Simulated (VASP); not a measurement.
# N in VASP: a series of runs

The runs below take N through single point, with LDA.

Everything below comes from runs of VASP 6.6.1. Logs are shortened: lines on timing, memory, paths and dates and some standing lists are left out, and cuts for length are marked.

## Step 1: The cell of the first run

The typed cell holds 4 atoms: a = 4.732 Å, b = 4.732 Å, c = 4.732 Å, α = 90.00°, β = 90.00°, γ = 90.00°.

## Step 2: Single point, LDA, collinear spin, ferromagnetic start (26.49 Å³/atom)

Contents of INCAR:

```
PREC     = Accurate       # precision mode
ENCUT    = 520            # plane-wave cutoff, eV
EDIFF    = 1E-6           # SCF threshold, eV
ISMEAR   = 0              # smearing method
SIGMA    = 0.02           # smearing width, eV
LREAL    = F              # projectors in reciprocal space
LASPH    = T              # aspherical terms in the spheres
NELM     = 150            # most SCF steps
ALGO     = Normal         # electronic algorithm
ISIF     = 2              # what is computed and relaxed
LWAVE    = F              # write WAVECAR
LCHARG   = F              # write CHGCAR
ISPIN    = 2              # spin polarisation
MAGMOM   = 3.15 3.15 3.15 3.15 # initial moments
LORBIT   = 11             # projections on sites
NBANDS   = 22             # bands
```

Contents of KPOINTS:

```
Automatic mesh
0
Gamma
  6 6 6
```

Contents of POSCAR:

```
N
1.0
    4.7321604542      0.0000000000      0.0000000000
    0.0000000000      4.7321604542      0.0000000000
    0.0000000000      0.0000000000      4.7321604542
N
4
Direct
   -0.0000221095     -0.0000221095     -0.0000221095
    0.5000221095      1.0000221095      0.4999778905
    0.4999778905      0.5000221095      1.0000221095
    1.0000221095      0.4999778905      0.5000221095
```

Potentials or basis: VASP PAW LDA potentials, release 64 (N).

Command:

```bash
cat potpaw_LDA.64/N/POTCAR > POTCAR
mpirun -np 1 vasp_std > vasp.out
```

OUTCAR:

```text
PREC = Accurate
   ENCUT = 520
   EDIFF = 1E-6
   ISMEAR = 0
   LREAL = F
   LASPH = T
   NELM = 150
   ISIF = 2
   ISPIN = 2
   LORBIT = 11

 ion  position               nearest neighbor table
   1  1.000  1.000  1.000-
   2  0.500  0.000  0.500-
   3  0.500  0.500  0.000-
   4  0.000  0.500  0.500-

  LATTYP: Found a simple cubic cell.
 ALAT       =     4.7321604542

  Lattice vectors:

 A1 = (   4.7321604542,   0.0000000000,   0.0000000000)
 A2 = (   0.0000000000,   4.7321604542,   0.0000000000)
 A3 = (   0.0000000000,   0.0000000000,   4.7321604542)

Analysis of symmetry for initial positions (statically):
=====================================================================
 Subroutine PRICEL returns:
 Original cell was already a primitive cell.

 Routine SETGRP: Setting up the symmetry group for a
 simple cubic supercell.

 Subroutine GETGRP returns: Found 12 space group operations
 (whereof  3 operations were pure point group operations)
 out of a pool of 48 trial point group operations.

The static configuration has the point symmetry C_3 .
 The point group associated with its full space group is T   .

Analysis of symmetry for dynamics (positions and initial velocities):
=====================================================================
 Subroutine PRICEL returns:
 Original cell was already a primitive cell.

 Routine SETGRP: Setting up the symmetry group for a
 simple cubic supercell.

 Subroutine GETGRP returns: Found 12 space group operations
 (whereof  3 operations were pure point group operations)
 out of a pool of 48 trial point group operations.

The dynamic configuration has the point symmetry C_3 .
 The point group associated with its full space group is T   .

Analysis of structural, dynamic, and magnetic symmetry:
=====================================================================
 Subroutine PRICEL returns:
 Original cell was already a primitive cell.

 Routine SETGRP: Setting up the symmetry group for a
 simple cubic supercell.

 Subroutine GETGRP returns: Found 12 space group operations
 (whereof  3 operations were pure point group operations)
 out of a pool of 48 trial point group operations.

The overall configuration has the point symmetry C_3 .
 The point group associated with its full space group is T   .

 Subroutine INISYM returns: Found 12 space group operations
 (whereof  3 operations are pure point group operations),
[... 123 lines left out ...]
   LORBIT       =     11    0 simple, 1 ext, 2 COOP (PROOUT), +10 PAW based schemes
   GGA     = CA    functional components
   LHFCALC =     F    Hartree Fock is set to
   AEXX    =    0.0000 exact exchange contribution
   IVDW    =     0    specifies the selected vdW correction
   LEPSILON=     F    determine dielectric tensor
   LRPA    =     F    only Hartree local field effects (RPA)
 spin polarized calculation
 Gauss-broadening in eV      SIGMA  =   0.02
  energy-cutoff  :      520.00
  volume of cell :      105.97
 maximum number of plane-waves:      2897
   NGX = 17   NGY = 17   NGZ = 17

 number of electron      20.0000003 magnetization      11.9999711

 Free energy of the ion-electron system (eV)
  ---------------------------------------------------
  ext. energy  EPLUGINS =         0.00000000
  ---------------------------------------------------
  free energy    TOTEN  =       -11.82288492 eV

  energy without entropy =      -11.82288492  energy(sigma->0) =      -11.82288492

 E-fermi :  -4.2988     XC(G=0):  -6.9619

 val. band max:       -4.4323029123   @ k =   0.0000   0.0000   0.0000
 cond. band min:      -3.0630020840   @ k =   0.5000   0.5000   0.5000
 fundamental gap:      1.3693008283
 Fermi energy:        -4.2987508956

 spin component 1

 k-point     1 :       0.0000    0.0000    0.0000
  band No.  band energies     occupation
      1     -17.0683      1.00000
      2     -16.2539      1.00000
      3     -16.2539      1.00000
      4     -16.2539      1.00000
      5      -6.2136      1.00000
      6      -6.2136      1.00000
[... 589 lines left out ...]
     21       7.5329      0.00000
     22       7.5329      0.00000
 Fermi energy:        -4.2987508956

 spin component 2

 k-point     1 :       0.0000    0.0000    0.0000
  band No.  band energies     occupation
      1     -13.1278      1.00000
      2     -11.9768      1.00000
      3     -11.9768      1.00000
      4     -11.9768      1.00000
      5      -2.6712      0.00000
      6      -2.6712      0.00000
[... 589 lines left out ...]
     21      10.0387      0.00000
     22      10.0387      0.00000

------------------------ aborting loop because EDIFF is reached ----------------------------------------

  FORCE on cell =-STRESS in cart. coord.  units (eV):
  Direction    XX          YY          ZZ          XY          YZ          ZX
  --------------------------------------------------------------------------------------
  -------------------------------------------------------------------------------------
  Total        0.1002976      0.1002976      0.1002976      0.0000000      0.0000000      0.0000000
  in kB        1.5164318      1.5164318      1.5164318      0.0000000      0.0000000      0.0000000
  external PRESSURE =       1.5164318 kB  Pullay stress =       0.0000000 kB

 VOLUME and BASIS-vectors are now :
 -----------------------------------------------------------------------------
  energy-cutoff  :      520.00
  volume of cell :      105.97
      direct lattice vectors                 reciprocal lattice vectors
     4.732160454  0.000000000  0.000000000     0.211319969  0.000000000  0.000000000
     0.000000000  4.732160454  0.000000000     0.000000000  0.211319969  0.000000000
     0.000000000  0.000000000  4.732160454     0.000000000  0.000000000  0.211319969

 POSITION                                       TOTAL-FORCE (eV/Angst)
 -----------------------------------------------------------------------------------
      4.73206      4.73206      4.73206         0.000036      0.000036      0.000036
      2.36618      0.00010      2.36598        -0.000036     -0.000036      0.000036
      2.36598      2.36618      0.00010         0.000036     -0.000036     -0.000036
      0.00010      2.36598      2.36618        -0.000036      0.000036     -0.000036
 -----------------------------------------------------------------------------------
    total drift:                                0.000000     -0.000000      0.000000

  FREE ENERGIE OF THE ION-ELECTRON SYSTEM (eV)
  ---------------------------------------------------
  free  energy   TOTEN  =       -11.8228849213 eV

  energy  without entropy=      -11.8228849213  energy(sigma->0) =      -11.82288492

 total charge

# of ion       s       p       d       tot
------------------------------------------
    1        1.351   1.892   0.000   3.243
    2        1.351   1.892   0.000   3.243
    3        1.351   1.892   0.000   3.243
    4        1.351   1.892   0.000   3.243
--------------------------------------------------
tot          5.403   7.569   0.000  12.971

 magnetization (x)

# of ion       s       p       d       tot
------------------------------------------
    1        0.040   1.891   0.000   1.932
    2        0.040   1.891   0.000   1.932
    3        0.040   1.891   0.000   1.932
    4        0.040   1.891   0.000   1.932
--------------------------------------------------
tot          0.162   7.565   0.000   7.727
```

stdout:

```text
POSCAR found type information on POSCAR N
 POSCAR found :  1 types and       4 ions
 scaLAPACK will be used
 LDA part: xc-table for (Slater(with rela. corr.)+CA(PZ))
 , standard interpolation
 POSCAR, INCAR and KPOINTS ok, starting setup
 FFT: planning ... GRIDC
 FFT: planning ... GRID_SOFT
 FFT: planning ... GRID
 WAVECAR not read
 entering main loop
```

Wall time 31 s (1 thread of Intel Xeon 6975P-C (Granite Rapids), shared host); peak memory 0.2 GiB.

What came out:

```
Free energy                                           : -11.8229 eV
Pressure                                              : 0.2 GPa
Band gap on the k mesh                                : 1.37 eV
Net moment                                            : 12.00 μB per cell
Site moments                                          : N +1.93 μB
Valence electrons inside the program's atomic spheres : N 3.24
```

Levels at points of the mesh, in eV from the valence-band top:
Spin up:
```csv
k point,band 14,band 15,band 16,band 17,band 18,band 19
"(0.00, 0.00, 0.00)",0.00,0.00,0.00,7.35,10.79,10.79
"(0.50, 0.00, 0.00)",-0.31,-0.31,-0.31,9.25,9.25,11.75
"(0.50, 0.50, 0.00)",-0.20,-0.20,-0.20,10.66,10.66,10.66
"(0.50, 0.50, 0.50)",-0.19,-0.19,-0.19,11.27,11.27,11.27
```
Spin down:
```
           k point  band 1  band 2  band 3  band 4  band 5  band 6  band 7  band 8
(0.00, 0.00, 0.00)   -8.70   -7.54   -7.54   -7.54    1.76    1.76    1.76    3.51
(0.50, 0.00, 0.00)   -8.16   -8.16   -7.53   -7.53    2.54    2.54    2.54    2.54
(0.50, 0.50, 0.00)   -7.84   -7.84   -7.84   -7.84    2.15    2.15    2.15    2.15
(0.50, 0.50, 0.50)   -7.81   -7.81   -7.81   -7.81    1.37    1.37    1.37    1.37
```

A k mesh can miss the band edges.

## Step 3: Single point, LDA, collinear spin, ferromagnetic start (27.34 Å³/atom)

This run uses another cell than the first one, of 27.34 Å³/atom.

Contents of INCAR:

```
SYSTEM = N
PREC = Accurate ; ENCUT = 520
EDIFF = 1E-7 ; ISMEAR = 0
SIGMA = 0.02 ; LREAL = .FALSE.
LASPH = .TRUE. ; NELM = 150
ALGO = Normal ; ISIF = 2
LWAVE = .FALSE. ; LCHARG = .FALSE.
ISPIN = 2 ; MAGMOM = 3.15 3.15 3.15 3.15
LORBIT = 11 ; GGA = CA
NBANDS = 22
```

Contents of KPOINTS:

```
Automatic mesh
0
G
  6 6 6
  0 0 0
```

Contents of POSCAR:

```
N
1.0
    4.7819763303      0.0000000000      0.0000000000
    0.0000000000      4.7819763303      0.0000000000
    0.0000000000      0.0000000000      4.7819763303
N
4
Direct
   -0.0000221095     -0.0000221095     -0.0000221095
    0.5000221095      1.0000221095      0.4999778905
    0.4999778905      0.5000221095      1.0000221095
    1.0000221095      0.4999778905      0.5000221095
```

Potentials or basis: VASP PAW LDA potentials, release 64 (N).

Command:

```bash
cat potpaw_LDA.64/N/POTCAR > POTCAR
mpirun -np 1 vasp_std > vasp.out
```

OUTCAR:

```text
SYSTEM = N
   PREC = Accurate
   ENCUT = 520
   EDIFF = 1E-7
   ISMEAR = 0
   LREAL = .FALSE.
   LASPH = .TRUE.
   NELM = 150
   ISIF = 2
   ISPIN = 2
   LORBIT = 11
   GGA = CA

 ion  position               nearest neighbor table
   1  1.000  1.000  1.000-
   2  0.500  0.000  0.500-
   3  0.500  0.500  0.000-
   4  0.000  0.500  0.500-

  LATTYP: Found a simple cubic cell.
 ALAT       =     4.7819763303

  Lattice vectors:

 A1 = (   4.7819763303,   0.0000000000,   0.0000000000)
 A2 = (   0.0000000000,   4.7819763303,   0.0000000000)
 A3 = (   0.0000000000,   0.0000000000,   4.7819763303)

Analysis of symmetry for initial positions (statically):
=====================================================================
 Subroutine PRICEL returns:
 Original cell was already a primitive cell.

 Routine SETGRP: Setting up the symmetry group for a
 simple cubic supercell.

 Subroutine GETGRP returns: Found 12 space group operations
 (whereof  3 operations were pure point group operations)
 out of a pool of 48 trial point group operations.

The static configuration has the point symmetry C_3 .
 The point group associated with its full space group is T   .

Analysis of symmetry for dynamics (positions and initial velocities):
=====================================================================
 Subroutine PRICEL returns:
 Original cell was already a primitive cell.

 Routine SETGRP: Setting up the symmetry group for a
 simple cubic supercell.

 Subroutine GETGRP returns: Found 12 space group operations
 (whereof  3 operations were pure point group operations)
 out of a pool of 48 trial point group operations.

The dynamic configuration has the point symmetry C_3 .
 The point group associated with its full space group is T   .

Analysis of structural, dynamic, and magnetic symmetry:
[... 160 lines left out ...]

  energy without entropy =      -11.82669562  energy(sigma->0) =      -11.82669562

 E-fermi :  -4.4501     XC(G=0):  -6.8470

 val. band max:       -4.5765659807   @ k =   0.0000   0.0000   0.0000
 cond. band min:      -3.0962089560   @ k =   0.5000   0.5000   0.5000
 fundamental gap:      1.4803570247
 Fermi energy:        -4.4501018545

 spin component 1

 k-point     1 :       0.0000    0.0000    0.0000
  band No.  band energies     occupation
      1     -17.1193      1.00000
      2     -16.3689      1.00000
      3     -16.3689      1.00000
      4     -16.3689      1.00000
      5      -6.2629      1.00000
      6      -6.2629      1.00000
[... 589 lines left out ...]
     21       7.2428      0.00000
     22       7.2428      0.00000
 Fermi energy:        -4.4501018545

 spin component 2

 k-point     1 :       0.0000    0.0000    0.0000
  band No.  band energies     occupation
      1     -13.1692      1.00000
      2     -12.0986      1.00000
      3     -12.0986      1.00000
      4     -12.0986      1.00000
      5      -2.7211      0.00000
      6      -2.7211      0.00000
[... 589 lines left out ...]
     21       9.7054      0.00000
     22       9.7054      0.00000

------------------------ aborting loop because EDIFF is reached ----------------------------------------

  FORCE on cell =-STRESS in cart. coord.  units (eV):
  Direction    XX          YY          ZZ          XY          YZ          ZX
  --------------------------------------------------------------------------------------
  -------------------------------------------------------------------------------------
  Total        0.0111683      0.0111683      0.0111683     -0.0000000      0.0000000     -0.0000000
  in kB        0.1636353      0.1636353      0.1636353     -0.0000000      0.0000000     -0.0000000
  external PRESSURE =       0.1636353 kB  Pullay stress =       0.0000000 kB

 VOLUME and BASIS-vectors are now :
 -----------------------------------------------------------------------------
  energy-cutoff  :      520.00
  volume of cell :      109.35
      direct lattice vectors                 reciprocal lattice vectors
     4.781976330  0.000000000  0.000000000     0.209118559  0.000000000  0.000000000
     0.000000000  4.781976330  0.000000000     0.000000000  0.209118559  0.000000000
     0.000000000  0.000000000  4.781976330     0.000000000  0.000000000  0.209118559

 POSITION                                       TOTAL-FORCE (eV/Angst)
 -----------------------------------------------------------------------------------
      4.78187      4.78187      4.78187         0.000031      0.000031      0.000031
      2.39109      0.00011      2.39088        -0.000031     -0.000031      0.000031
      2.39088      2.39109      0.00011         0.000031     -0.000031     -0.000031
      0.00011      2.39088      2.39109        -0.000031      0.000031     -0.000031
 -----------------------------------------------------------------------------------
    total drift:                                0.000000      0.000000      0.000000

  FREE ENERGIE OF THE ION-ELECTRON SYSTEM (eV)
  ---------------------------------------------------
  free  energy   TOTEN  =       -11.8266956163 eV

  energy  without entropy=      -11.8266956163  energy(sigma->0) =      -11.82669562

 total charge

# of ion       s       p       d       tot
------------------------------------------
    1        1.351   1.891   0.000   3.242
    2        1.351   1.891   0.000   3.242
    3        1.351   1.891   0.000   3.242
    4        1.351   1.891   0.000   3.242
--------------------------------------------------
tot          5.404   7.565   0.000  12.969

 magnetization (x)

# of ion       s       p       d       tot
------------------------------------------
    1        0.040   1.891   0.000   1.931
    2        0.040   1.891   0.000   1.931
    3        0.040   1.891   0.000   1.931
    4        0.040   1.891   0.000   1.931
--------------------------------------------------
tot          0.160   7.562   0.000   7.722
```

It took 31 s on 1 thread of Intel Xeon 6975P-C (Granite Rapids), shared host; peak memory 0.21 GiB.

Results:

| Item | Value |
| --- | --- |
| Free energy | -11.8267 eV |
| Pressure | 0.0 GPa |
| Band gap on the k mesh | 1.48 eV |
| Net moment | 12.00 μB per cell |
| Site moments | N +1.93 μB |
| Valence electrons inside the program's atomic spheres | N 3.24 |

A k mesh can miss the band edges.

(Continued in part 2 of 2.)
